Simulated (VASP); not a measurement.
# C (Fm-3m) in VASP: further runs

C is run at these levels: PBEsol; tasks: single point.

All numbers are computed with VASP 6.6.1; they aren't measurements. Logs are shortened: lines on timing, memory, paths and dates and some standing lists are left out, and cuts for length are marked.

## 1. The cell of the first run

Symmetry: Fm-3m, No. 225, cubic system. Conventional cell: a = 2.562 Å, b = 2.562 Å, c = 2.562 Å, α = 90.00°, β = 90.00°, γ = 90.00°. Within 2.4 Å of C (site symmetry m-3m) lie 12 C at 1.81 Å.

## 2. Single point, PBEsol (4.20 Å³/atom)

Input file POSCAR:

```
C
1.0
    0.0000000000      1.2809470895      1.2809470895
    1.2809470895      0.0000000000      1.2809470895
    1.2809470895      1.2809470895      0.0000000000
C
1
Direct
    0.0000000000      0.0000000000      0.0000000000
```

Input file INCAR.step1:

```
SYSTEM = C
ALGO = Normal
EDIFF = 1E-6
ENCUT = 520
GGA = PS
ISIF = 2
ISMEAR = -1
LASPH = .TRUE.
LCHARG = .TRUE.
LREAL = .FALSE.
LWAVE = .FALSE.
NBANDS = 8
NELM = 80
PREC = Accurate
SIGMA = 0.08
```

Input file KPOINTS.step1:

```
k-points
0
G
  24 24 24
  0 0 0
```

Input file INCAR.step2:

```
SYSTEM = C
ALGO = Normal
EDIFF = 1E-6
ENCUT = 520
GGA = PS
ICHARG = 11
ISIF = 2
ISMEAR = -5
LASPH = .TRUE.
LCHARG = .FALSE.
LORBIT = 11
LREAL = .FALSE.
LWAVE = .FALSE.
NEDOS = 1001
NELM = 80
PREC = Accurate
SIGMA = 0.08
```

Input file KPOINTS.step2:

```
k-points
0
G
  36 36 36
  0 0 0
```

Potentials or basis: VASP PAW PBE potentials, release 64 (C).

Started as:

```sh
cat potpaw_PBE.64/C/POTCAR > POTCAR
cp INCAR.step1 INCAR
cp KPOINTS.step1 KPOINTS
mpirun -np 1 vasp_std > vasp.out
cp INCAR.step2 INCAR
cp KPOINTS.step2 KPOINTS
mpirun -np 1 vasp_std > vasp.out
```

OUTCAR:

```text
SYSTEM = C
   EDIFF = 1E-6
   ENCUT = 520
   GGA = PS
   ICHARG = 11
   ISIF = 2
   ISMEAR = -5
   LASPH = .TRUE.
   LORBIT = 11
   LREAL = .FALSE.
   NELM = 80
   PREC = Accurate

 ion  position               nearest neighbor table
   1  0.000  0.000  0.000-

  LATTYP: Found a face centered cubic cell.
 ALAT       =     2.5618941790

  Lattice vectors:

 A1 = (   0.0000000000,   1.2809470895,   1.2809470895)
 A2 = (   1.2809470895,   0.0000000000,   1.2809470895)
 A3 = (   1.2809470895,   1.2809470895,   0.0000000000)

Analysis of symmetry for initial positions (statically):
=====================================================================
 Subroutine PRICEL returns:
 Original cell was already a primitive cell.

 Routine SETGRP: Setting up the symmetry group for a
 face centered cubic supercell.

 Subroutine GETGRP returns: Found 48 space group operations
 (whereof 48 operations were pure point group operations)
 out of a pool of 48 trial point group operations.

The static configuration has the point symmetry O_h .

Analysis of symmetry for dynamics (positions and initial velocities):
=====================================================================
 Subroutine PRICEL returns:
 Original cell was already a primitive cell.

 Routine SETGRP: Setting up the symmetry group for a
 face centered cubic supercell.

 Subroutine GETGRP returns: Found 48 space group operations
 (whereof 48 operations were pure point group operations)
 out of a pool of 48 trial point group operations.

The dynamic configuration has the point symmetry O_h .

 Subroutine INISYM returns: Found 48 space group operations
 (whereof 48 operations are pure point group operations),
 and found     1 'primitive' translations

----------------------------------------------------------------------------------------

                                     Primitive cell

  volume of cell :       4.2036

  direct lattice vectors                    reciprocal lattice vectors
     0.000000000  1.280947089  1.280947089    -0.390336185  0.390336185  0.390336185
     1.280947089  0.000000000  1.280947089     0.390336185 -0.390336185  0.390336185
     1.280947089  1.280947089  0.000000000     0.390336185  0.390336185 -0.390336185

  length of vectors
     1.811532747  1.811532747  1.811532747     0.676082104  0.676082104  0.676082104

  position of ions in fractional coordinates (direct lattice)
     0.000000000  0.000000000  0.000000000

  ion indices of the primitive-cell ions
   primitive index   ion index
                 1           1

----------------------------------------------------------------------------------------

 KPOINTS: k-points

Automatic generation of k-mesh.
 Grid dimensions read from file:
 generate k-points for:   36   36   36

 Generating k-lattice:

  Cartesian coordinates                     Fractional coordinates (reciprocal lattice)
    -0.010842672  0.010842672  0.010842672     0.027777778  0.000000000  0.000000000
     0.010842672 -0.010842672  0.010842672     0.000000000  0.027777778  0.000000000
     0.010842672  0.010842672 -0.010842672     0.000000000  0.000000000  0.027777778

  Length of vectors
     0.018780058  0.018780058  0.018780058

  Shift w.r.t. Gamma in fractional coordinates (k-lattice)
     0.000000000  0.000000000  0.000000000

 TETIRR: Found   6145 inequivalent tetrahedra from   279936

 Subroutine IBZKPT returns following result:
 ===========================================

 Found   1240 irreducible k-points:

 Following reciprocal coordinates:
            Coordinates               Weight
  0.000000  0.000000  0.000000      1.000000
  0.027778  0.000000  0.000000      8.000000
  0.055556  0.000000  0.000000      8.000000
  0.083333  0.000000  0.000000      8.000000
  0.111111  0.000000  0.000000      8.000000
  0.138889  0.000000  0.000000      8.000000
[... 16 lines left out ...]
  0.111111  0.027778  0.000000     24.000000
  0.138889  0.027778  0.000000     24.000000
 [... further k-points ...]
   k-points           NKPTS =   1240   k-points in BZ     NKDIM =   1240   number of bands    NBANDS=      6
   number of dos      NEDOS =   1001   number of ions     NIONS =      1
   total plane-waves  NPLWV =   2744
   dimension x,y,z NGX =    14 NGY =   14 NGZ =   14
   dimension x,y,z NGXF=    28 NGYF=   28 NGZF=   28
   ions per type =               1
   NGX,Y,Z   is equivalent  to a cutoff of  12.85, 12.85, 12.85 a.u.
   NGXF,Y,Z  is equivalent  to a cutoff of  25.70, 25.70, 25.70 a.u.
 SYSTEM =  C
   PREC   = accura    normal or accurate (medium, high low for compatibility)
   ISTART =      0    job   : 0-new  1-cont  2-samecut
   ICHARG =     11    charge: 1-file 2-atom 10-const
   ISPIN  =      1    spin polarized calculation?
   LNONCOLLINEAR =      F non collinear calculations
   LSORBIT =      F    spin-orbit coupling
   LASPH  =      T    aspherical Exc in radial PAW
   ENCUT  =  520.0 eV  38.22 Ry    6.18 a.u.   3.37  3.37  3.37*2*pi/ulx,y,z
   NELM   =     80;   NELMIN=  2; NELMDL=  0     # of ELM steps
   EDIFF  = 0.1E-05   stopping-criterion for ELM
   LREAL  =      F    real-space projection
   EDIFFG = 0.1E-04   stopping-criterion for IOM
   NSW    =      0    number of steps for IOM
   IBRION =     -1    ionic relax: 0-MD 1-quasi-New 2-CG
   NFREE  =      0    steps in history (QN), initial steepest desc. (CG)
   ISIF   =      2    stress and relaxation
   ISYM   =      2    0-nonsym 1-usesym 2-fastsym
   POTIM  = 0.5000    time-step for ionic-motion
   TEBEG  =    0.0;   TEEND  =   0.0 temperature during run
   PSTRESS=    0.0 pullay stress
   NELECT =       4.0000    total number of electrons
   NUPDOWN=      -1.0000    fix difference up-down
   EMIN   =  10.00;   EMAX   =-10.00  energy-range for DOS
   EFERMI =   0.00;   METHOD = LEGACY
   ISMEAR =    -5;   SIGMA  =   0.08  broadening in eV -4-tet -1-fermi 0-gaus
   EFERMI_NEDOS =   21; number of points for ismear=-14 and -15
   IALGO  =     38    algorithm
   IMIX   =      4    mixing-type and parameters
     AMIX     =   0.40;   BMIX     =  1.00
     AMIX_MAG =   1.60;   BMIX_MAG =  1.00
  volume/ion in A,a.u.               =       4.20        28.37
  Fermi-wavevector in a.u.,A,eV,Ry     =   1.610227  3.042887 35.277586  2.592829
  Thomas-Fermi vector in A             =   2.705811
   LORBIT       =     11    0 simple, 1 ext, 2 COOP (PROOUT), +10 PAW based schemes
   GGA     = PS    functional components
   LHFCALC =     F    Hartree Fock is set to
   AEXX    =    0.0000 exact exchange contribution
   IVDW    =     0    specifies the selected vdW correction
   LEPSILON=     F    determine dielectric tensor
   LRPA    =     F    only Hartree local field effects (RPA)
 non-spin polarized calculation
 Fermi weights with tetrahedron method with Bloechl corrections
  energy-cutoff  :      520.00
  volume of cell :        4.20
 maximum number of plane-waves:       125
 NGX is ok and might be reduce to    14

 number of electron       4.0000000 magnetization

 Free energy of the ion-electron system (eV)
  ---------------------------------------------------
  ext. energy  EPLUGINS =         0.00000000
  ---------------------------------------------------
  free energy    TOTEN  =        -3.90289474 eV

  energy without entropy =       -3.90289474  energy(sigma->0) =       -3.90289474

 E-fermi :  17.3464     XC(G=0): -15.5416

 val. band max:       17.3417913907   @ k =  -0.1944   0.2222   0.0833
 cond. band min:      17.2904824889   @ k =   0.5000   0.3889   0.0833
 fundamental gap:     -0.0513089018
 Fermi energy:        17.3463528017

 k-point     1 :       0.0000    0.0000    0.0000
  band No.  band energies     occupation
      1     -10.9312      2.00000
      2      30.3981      0.00000
      3      30.3981      0.00000
      4      30.3981      0.00000
      5      55.4427      0.00000
      6      55.4427      0.00000

 k-point     2 :       0.0278    0.0000    0.0000
  band No.  band energies     occupation
      1     -10.8880      2.00000
      2      30.2332      0.00000
      3      30.3640      0.00000
      4      30.3640      0.00000
      5      54.8343      0.00000
      6      55.5277      0.00000

 k-point     3 :       0.0556    0.0000    0.0000
  band No.  band energies     occupation
      1     -10.7585      2.00000
      2      29.7413      0.00000
      3      30.2642      0.00000
      4      30.2642      0.00000
      5      53.6503      0.00000
      6      55.7724      0.00000

 k-point     4 :       0.0833    0.0000    0.0000
  band No.  band energies     occupation
      1     -10.5429      2.00000
      2      28.9292      0.00000
      3      30.1053      0.00000
      4      30.1053      0.00000
      5      52.5015      0.00000
      6      56.1441      0.00000

 k-point     5 :       0.1111    0.0000    0.0000
  band No.  band energies     occupation
      1     -10.2410      2.00000
      2      27.8275      0.00000
      3      29.8978      0.00000
      4      29.8978      0.00000
      5      51.5810      0.00000
      6      56.5799      0.00000
[... 136 lines left out ...]
 k-point    21 :       0.0556    0.0278    0.0000
  band No.  band energies     occupation
      1     -10.7729      2.00000
      2      29.9089      0.00000
      3      30.0948      0.00000
      4      30.3483      0.00000
      5      53.5156      0.00000
      6      55.8411      0.00000

 k-point    22 :       0.0833    0.0278    0.0000
  band No.  band energies     occupation
      1     -10.5859      2.00000
      2      29.2141      0.00000
      3      29.8758      0.00000
      4      30.2862      0.00000
      5      52.4375      0.00000
      6      56.1887      0.00000

 k-point    23 :       0.1111    0.0278    0.0000
  band No.  band energies     occupation
      1     -10.3129      2.00000
      2      28.2143      0.00000
      3      29.6159      0.00000
      4      30.1624      0.00000
      5      51.5123      0.00000
      6      56.6354      0.00000

 k-point    24 :       0.1389    0.0278    0.0000
  band No.  band energies     occupation
      1      -9.9536      2.00000
      2      26.9471      0.00000
      3      29.3287      0.00000
      4      29.9842      0.00000
      5      50.8310      0.00000
      6      56.7615      0.00000

 [... further k-points ...]

------------------------ aborting loop because EDIFF is reached ----------------------------------------

  FORCE on cell =-STRESS in cart. coord.  units (eV):
  Direction    XX          YY          ZZ          XY          YZ          ZX
  --------------------------------------------------------------------------------------
  -------------------------------------------------------------------------------------
  Total        5.6701748      5.6701748      5.6701748      0.0000000      0.0000000      0.0000000
  in kB     2161.1427629   2161.1427629   2161.1427629      0.0000000      0.0000000      0.0000000
  external PRESSURE =    2161.1427629 kB  Pullay stress =       0.0000000 kB

 VOLUME and BASIS-vectors are now :
 -----------------------------------------------------------------------------
  energy-cutoff  :      520.00
  volume of cell :        4.20
      direct lattice vectors                 reciprocal lattice vectors
     0.000000000  1.280947089  1.280947089    -0.390336185  0.390336185  0.390336185
     1.280947089  0.000000000  1.280947089     0.390336185 -0.390336185  0.390336185
     1.280947089  1.280947089  0.000000000     0.390336185  0.390336185 -0.390336185

 POSITION                                       TOTAL-FORCE (eV/Angst)
 -----------------------------------------------------------------------------------
      0.00000      0.00000      0.00000         0.000000      0.000000      0.000000
 -----------------------------------------------------------------------------------
    total drift:                               -0.000000     -0.000000      0.000000

  FREE ENERGIE OF THE ION-ELECTRON SYSTEM (eV)
  ---------------------------------------------------
  free  energy   TOTEN  =        -3.9028947376 eV

  energy  without entropy=       -3.9028947376  energy(sigma->0) =       -3.90289474

 total charge

# of ion       s       p       d       tot
------------------------------------------
    1        0.970   1.409   0.000   2.379
```

Run time: 9.2 s. Hardware: 1 thread of Intel Xeon 6975P-C (Granite Rapids), shared host; peak memory 0.14 GiB.

Results:

```
Valence electrons inside the program's atomic spheres : C 2.38
```

Levels at points of the mesh, in eV from the Fermi level:
```csv
k point,band 1,band 2,band 3,band 4,band 5,band 6
"(0.00, 0.00, 0.00)",-28.28,13.05,13.05,13.05,38.10,38.10
"(0.50, 0.00, 0.00)",-16.06,-12.27,9.88,9.88,34.17,34.17
"(0.50, 0.50, 0.00)",-12.85,-5.55,2.40,2.40,17.80,19.94
```

Caveat: the PAW data sets were made with another functional, which shifts forces and pressure a little; tetrahedron occupations give inexact forces and stress in metals.

[end of part 1 of 2]
